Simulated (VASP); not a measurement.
# Sb (R-3m) in VASP: a series of runs

Sb is run at these levels: LDA, PBEsol; tasks: single point.

All numbers are computed with VASP 6.6.1; they aren't measurements. Logs are shortened: lines on timing, memory, paths and dates and some standing lists are left out, and cuts for length are marked.

**1. The cell of the first run**

It takes space group R-3m (No. 166, trigonal). Conventional cell: a = 4.250 Å, b = 4.250 Å, c = 11.122 Å, α = 90.00°, β = 90.00°, γ = 120.00°. Within 3.8 Å of Sb (site symmetry 3m) lie 6 Sb at 2.87 to 3.31 Å.

**2. Single point, LDA (29.00 Å³/atom)**

INCAR reads:

```
SYSTEM = Sb
ALGO = Normal
EDIFF = 1E-7
ENCUT = 520
ISIF = 2
ISMEAR = -1
LASPH = .TRUE.
LCHARG = .TRUE.
LELF = .TRUE.
LREAL = .FALSE.
LVHAR = .TRUE.
LWAVE = .FALSE.
NBANDS = 12
NELM = 100
PREC = Accurate
SIGMA = 0.05
```

KPOINTS reads:

```
k-points
0
G
  8 8 8
  0 0 0
```

POSCAR reads:

```
Sb
1.0
    2.1250856202      1.2269187549      3.7072099901
   -2.1250856202      1.2269187549      3.7072099901
    0.0000000000     -2.4538375098      3.7072099901
Sb
2
Direct
    0.7665100000      0.7665100000      0.7665100000
    0.2334900000      0.2334900000      0.2334900000
```

Potentials or basis: VASP PAW LDA potentials, release 64 (Sb).

Run with:

```console
$ cat potpaw_LDA.64/Sb/POTCAR > POTCAR
$ mpirun -np 1 vasp_std > vasp.out
```

OUTCAR:

```text
SYSTEM = Sb
   EDIFF = 1E-7
   ENCUT = 520
   ISIF = 2
   ISMEAR = -1
   LASPH = .TRUE.
   LREAL = .FALSE.
   NELM = 100
   PREC = Accurate

 ion  position               nearest neighbor table
   1  0.767  0.767  0.767-   2 2.87   2 2.87   2 2.87   2 3.31   2 3.31   2 3.31
   2  0.233  0.233  0.233-   1 2.87   1 2.87   1 2.87   1 3.31   1 3.31   1 3.31

  LATTYP: Found a trigonal (rhomboedric) cell.
 ALAT       =     4.4457535284
 COS(alpha) =     0.5430253624

  Lattice vectors:

 A1 = (   2.1250856202,   1.2269187549,   3.7072099901)
 A2 = (  -2.1250856202,   1.2269187549,   3.7072099901)
 A3 = (   0.0000000000,  -2.4538375098,   3.7072099901)

Analysis of symmetry for initial positions (statically):
=====================================================================
 Subroutine PRICEL returns:
 Original cell was already a primitive cell.

 Routine SETGRP: Setting up the symmetry group for a
 trigonal (rhombohedral) supercell.

 Subroutine GETGRP returns: Found 12 space group operations
 (whereof 12 operations were pure point group operations)
 out of a pool of 12 trial point group operations.

The static configuration has the point symmetry D_3d.

Analysis of symmetry for dynamics (positions and initial velocities):
=====================================================================
 Subroutine PRICEL returns:
 Original cell was already a primitive cell.

 Routine SETGRP: Setting up the symmetry group for a
 trigonal (rhombohedral) supercell.

 Subroutine GETGRP returns: Found 12 space group operations
 (whereof 12 operations were pure point group operations)
 out of a pool of 12 trial point group operations.

The dynamic configuration has the point symmetry D_3d.

 Subroutine INISYM returns: Found 12 space group operations
 (whereof 12 operations are pure point group operations),
 and found     1 'primitive' translations

----------------------------------------------------------------------------------------

                                     Primitive cell

  volume of cell :      57.9950

  direct lattice vectors                    reciprocal lattice vectors
     2.125085620  1.226918755  3.707209990     0.235284638  0.135841649  0.089914878
    -2.125085620  1.226918755  3.707209990    -0.235284638  0.135841649  0.089914878
     0.000000000 -2.453837510  3.707209990     0.000000000 -0.271683298  0.089914878

  length of vectors
     4.445753528  4.445753528  4.445753528     0.286175644  0.286175644  0.286175644

  position of ions in fractional coordinates (direct lattice)
     0.766510000  0.766510000  0.766510000
     0.233490000  0.233490000  0.233490000

  ion indices of the primitive-cell ions
   primitive index   ion index
                 1           1
                 2           2

----------------------------------------------------------------------------------------

 KPOINTS: k-points

Automatic generation of k-mesh.
 Grid dimensions read from file:
 generate k-points for:    8    8    8

 Generating k-lattice:

  Cartesian coordinates                     Fractional coordinates (reciprocal lattice)
     0.029410580  0.016980206  0.011239360     0.125000000  0.000000000  0.000000000
    -0.029410580  0.016980206  0.011239360     0.000000000  0.125000000  0.000000000
     0.000000000 -0.033960412  0.011239360     0.000000000  0.000000000  0.125000000

  Length of vectors
     0.035771956  0.035771956  0.035771956

  Shift w.r.t. Gamma in fractional coordinates (k-lattice)
     0.000000000  0.000000000  0.000000000

 Subroutine IBZKPT returns following result:
 ===========================================

 Found     65 irreducible k-points:

 Following reciprocal coordinates:
            Coordinates               Weight
  0.000000  0.000000  0.000000      1.000000
  0.125000  0.000000  0.000000      6.000000
  0.250000  0.000000  0.000000      6.000000
  0.375000  0.000000  0.000000      6.000000
  0.500000  0.000000  0.000000      3.000000
  0.125000  0.125000  0.000000      6.000000
[... 16 lines left out ...]
  0.250000  0.125000  0.125000      6.000000
  0.375000  0.125000  0.125000      6.000000
 [... further k-points ...]
   k-points           NKPTS =     65   k-points in BZ     NKDIM =     65   number of bands    NBANDS=     12
   number of dos      NEDOS =    301   number of ions     NIONS =      2
   total plane-waves  NPLWV =  46656
   dimension x,y,z NGX =    36 NGY =   36 NGZ =   36
   dimension x,y,z NGXF=    72 NGYF=   72 NGZF=   72
   ions per type =               2
   NGX,Y,Z   is equivalent  to a cutoff of  13.46, 13.46, 13.46 a.u.
   NGXF,Y,Z  is equivalent  to a cutoff of  26.92, 26.92, 26.92 a.u.
 SYSTEM =  Sb
   PREC   = accura    normal or accurate (medium, high low for compatibility)
   ISTART =      0    job   : 0-new  1-cont  2-samecut
   ICHARG =      2    charge: 1-file 2-atom 10-const
   ISPIN  =      1    spin polarized calculation?
   LNONCOLLINEAR =      F non collinear calculations
   LSORBIT =      F    spin-orbit coupling
   LASPH  =      T    aspherical Exc in radial PAW
   ENCUT  =  520.0 eV  38.22 Ry    6.18 a.u.   8.27  8.27  8.27*2*pi/ulx,y,z
   NELM   =    100;   NELMIN=  2; NELMDL= -5     # of ELM steps
   EDIFF  = 0.1E-06   stopping-criterion for ELM
   LREAL  =      F    real-space projection
   EDIFFG = 0.1E-05   stopping-criterion for IOM
   NSW    =      0    number of steps for IOM
   IBRION =     -1    ionic relax: 0-MD 1-quasi-New 2-CG
   NFREE  =      0    steps in history (QN), initial steepest desc. (CG)
   ISIF   =      2    stress and relaxation
   ISYM   =      2    0-nonsym 1-usesym 2-fastsym
   POTIM  = 0.5000    time-step for ionic-motion
   TEBEG  =    0.0;   TEEND  =   0.0 temperature during run
   PSTRESS=    0.0 pullay stress
   NELECT =      10.0000    total number of electrons
   NUPDOWN=      -1.0000    fix difference up-down
   EMIN   =  10.00;   EMAX   =-10.00  energy-range for DOS
   EFERMI =   0.00;   METHOD = LEGACY
   ISMEAR =    -1;   SIGMA  =   0.05  broadening in eV -4-tet -1-fermi 0-gaus
   EFERMI_NEDOS =   21; number of points for ismear=-14 and -15
   IALGO  =     38    algorithm
   IMIX   =      4    mixing-type and parameters
     AMIX     =   0.40;   BMIX     =  1.00
     AMIX_MAG =   1.60;   BMIX_MAG =  1.00
  volume/ion in A,a.u.               =      29.00       195.68
  Fermi-wavevector in a.u.,A,eV,Ry     =   0.911195  1.721909 11.296592  0.830276
  Thomas-Fermi vector in A             =   2.035446
   LORBIT       =      0    0 simple, 1 ext, 2 COOP (PROOUT), +10 PAW based schemes
   GGA     = CA    functional components
   LHFCALC =     F    Hartree Fock is set to
   AEXX    =    0.0000 exact exchange contribution
   IVDW    =     0    specifies the selected vdW correction
   LEPSILON=     F    determine dielectric tensor
   LRPA    =     F    only Hartree local field effects (RPA)
 non-spin polarized calculation
  energy-cutoff  :      520.00
  volume of cell :       58.00
 maximum number of plane-waves:      1574
 NGX is ok and might be reduce to    36
   NGX = 17   NGY = 17   NGZ = 17

 number of electron      10.0000000 magnetization

 Free energy of the ion-electron system (eV)
  ---------------------------------------------------
  ext. energy  EPLUGINS =         0.00000000
  ---------------------------------------------------
  free energy    TOTEN  =        -9.62130565 eV

  energy without entropy =       -9.61850454  energy(sigma->0) =       -9.61990510

 E-fermi :   7.7503     XC(G=0):  -9.8888

 val. band max:        7.7450614660   @ k =   0.3750   0.1250   0.1250
 cond. band min:       7.7615041632   @ k =   0.5000   0.5000   0.5000
 fundamental gap:      0.0164426972
 Fermi energy:         7.7503367228

 k-point     1 :       0.0000    0.0000    0.0000
  band No.  band energies     occupation
      1      -5.3989      2.00000
      2       2.9992      2.00000
      3       5.5100      2.00000
      4       5.7994      2.00000
      5       5.7994      2.00000
      6       9.7379      0.00000
      7      10.4049      0.00000
      8      10.4049      0.00000
      9      12.7209      0.00000
     10      12.7209      0.00000
     11      12.9104      0.00000
     12      14.1175      0.00000

 k-point     2 :       0.1250    0.0000    0.0000
  band No.  band energies     occupation
      1      -5.2194      2.00000
      2       2.1830      2.00000
      3       5.5524      2.00000
      4       5.7560      2.00000
      5       6.1265      2.00000
      6       9.6457      0.00000
      7       9.9622      0.00000
      8       9.9981      0.00000
      9      12.1535      0.00000
     10      12.6346      0.00000
     11      12.8043      0.00000
     12      15.2847      0.00000

 k-point     3 :       0.2500    0.0000    0.0000
  band No.  band energies     occupation
      1      -4.6857      2.00000
      2       0.6087      2.00000
      3       5.5742      2.00000
      4       5.6800      2.00000
      5       6.6044      2.00000
      6       8.9369      0.00000
      7       9.0485      0.00000
      8       9.1342      0.00000
      9      12.5237      0.00000
     10      13.1453      0.00000
     11      13.6507      0.00000
     12      17.4304      0.00000

 k-point     4 :       0.3750    0.0000    0.0000
  band No.  band energies     occupation
      1      -3.8212      2.00000
      2      -1.0202      2.00000
      3       5.6454      2.00000
      4       5.6819      2.00000
      5       6.9710      2.00000
      6       8.0720      0.00321
      7       8.1930      0.00029
      8       8.4150      0.00000
      9      13.7581      0.00000
     10      14.6954      0.00000
     11      15.1440      0.00000
     12      17.6934      0.00000

 k-point     5 :       0.5000    0.0000    0.0000
  band No.  band energies     occupation
      1      -2.9342      2.00000
      2      -2.1801      2.00000
      3       5.6451      2.00000
      4       5.7719      2.00000
      5       7.3802      1.99878
      6       7.4426      1.99576
      7       7.8341      0.31541
      8       8.1407      0.00081
      9      15.2362      0.00000
     10      15.8853      0.00000
     11      16.7831      0.00000
     12      16.8232      0.00000
[... 228 lines left out ...]
      1      -2.9031      2.00000
      2      -0.4408      2.00000
      3       2.0190      2.00000
      4       3.7427      2.00000
      5       3.8414      2.00000
      6       9.0700      0.00000
      7      12.7773      0.00000
      8      13.3414      0.00000
      9      14.8873      0.00000
     10      16.3233      0.00000
     11      17.7556      0.00000
     12      18.2179      0.00000

 k-point    22 :       0.1250    0.1250    0.1250
  band No.  band energies     occupation
      1      -5.2521      2.00000
      2       2.0878      2.00000
      3       5.8338      2.00000
      4       5.8338      2.00000
      5       6.1442      2.00000
      6       9.6624      0.00000
      7       9.9141      0.00000
      8       9.9141      0.00000
      9      12.4866      0.00000
     10      12.9125      0.00000
     11      12.9125      0.00000
     12      14.9611      0.00000

 k-point    23 :       0.2500    0.1250    0.1250
  band No.  band energies     occupation
      1      -4.9778      2.00000
      2       1.3016      2.00000
      3       4.7641      2.00000
      4       6.1609      2.00000
      5       7.1624      1.99998
      6       8.8429      0.00000
      7       8.8837      0.00000
      8      10.6663      0.00000
      9      12.3967      0.00000
     10      12.8571      0.00000
     11      13.6915      0.00000
     12      15.1299      0.00000

 k-point    24 :       0.3750    0.1250    0.1250
  band No.  band energies     occupation
      1      -4.3578      2.00000
      2       0.0363      2.00000
      3       4.1406      2.00000
      4       6.0760      2.00000
      5       7.7451      1.05270
      6       7.9210      0.06381
      7       8.3183      0.00002
      8      10.7723      0.00000
      9      12.6258      0.00000
     10      13.5813      0.00000
     11      14.8328      0.00000
     12      16.6418      0.00000

 [... further k-points ...]

------------------------ aborting loop because EDIFF is reached ----------------------------------------

  FORCE on cell =-STRESS in cart. coord.  units (eV):
  Direction    XX          YY          ZZ          XY          YZ          ZX
  --------------------------------------------------------------------------------------
  -------------------------------------------------------------------------------------
  Total        0.7158807      0.7158807      0.3281487      0.0000000      0.0000000      0.0000000
  in kB       19.7770062     19.7770062      9.0654757      0.0000000      0.0000000      0.0000000
  external PRESSURE =      16.2064960 kB  Pullay stress =       0.0000000 kB

 VOLUME and BASIS-vectors are now :
 -----------------------------------------------------------------------------
  energy-cutoff  :      520.00
  volume of cell :       58.00
      direct lattice vectors                 reciprocal lattice vectors
     2.125085620  1.226918755  3.707209990     0.235284638  0.135841649  0.089914878
    -2.125085620  1.226918755  3.707209990    -0.235284638  0.135841649  0.089914878
     0.000000000 -2.453837510  3.707209990     0.000000000 -0.271683298  0.089914878

 POSITION                                       TOTAL-FORCE (eV/Angst)
 -----------------------------------------------------------------------------------
      0.00000      0.00000      8.52484         0.000000     -0.000000     -0.304945
      0.00000      0.00000      2.59679         0.000000      0.000000      0.304945
 -----------------------------------------------------------------------------------
    total drift:                                0.000000     -0.000000     -0.000000

  FREE ENERGIE OF THE ION-ELECTRON SYSTEM (eV)
  ---------------------------------------------------
  free  energy   TOTEN  =        -9.6213056529 eV

  energy  without entropy=       -9.6185045396  energy(sigma->0) =       -9.61990510
```

Wall time 46 s (1 thread of Intel Xeon 8259CL, shared host); peak memory 0.19 GiB.

Results:

```
Free energy            : -9.6213 eV
Pressure               : 1.6 GPa
Largest force          : 0.305 eV/Å
Band gap on the k mesh : zero (bands 5 and 6 overlap by 0.30 eV)
```

Forces in eV/Å, atoms in the order of the input:
```
Sb   0.000  0.000 -0.305
Sb   0.000  0.000  0.305
```

Stress tensor (GPa, compression positive):
```
1.98 0.00 0.00
0.00 1.98 0.00
0.00 0.00 0.91
```

Levels at points of the mesh, in eV from the Fermi level:
```
           k point  band 2  band 3  band 4  band 5  band 6  band 7  band 8  band 9
(0.00, 0.00, 0.00)   -4.75   -2.24   -1.95   -1.95    1.99    2.65    2.65    4.97
(0.50, 0.00, 0.00)   -9.93   -2.11   -1.98   -0.37   -0.31    0.08    0.39    7.49
(0.50, 0.50, 0.00)   -8.19   -5.73   -4.01   -3.91    1.32    5.03    5.59    7.14
(0.50, 0.50, 0.50)   -9.26   -1.45   -1.45   -0.56    0.01    0.01    1.13    6.94
```

Caveat: spin-orbit coupling is left out, which moves the levels of the heavy elements.

[end of part 1 of 2]
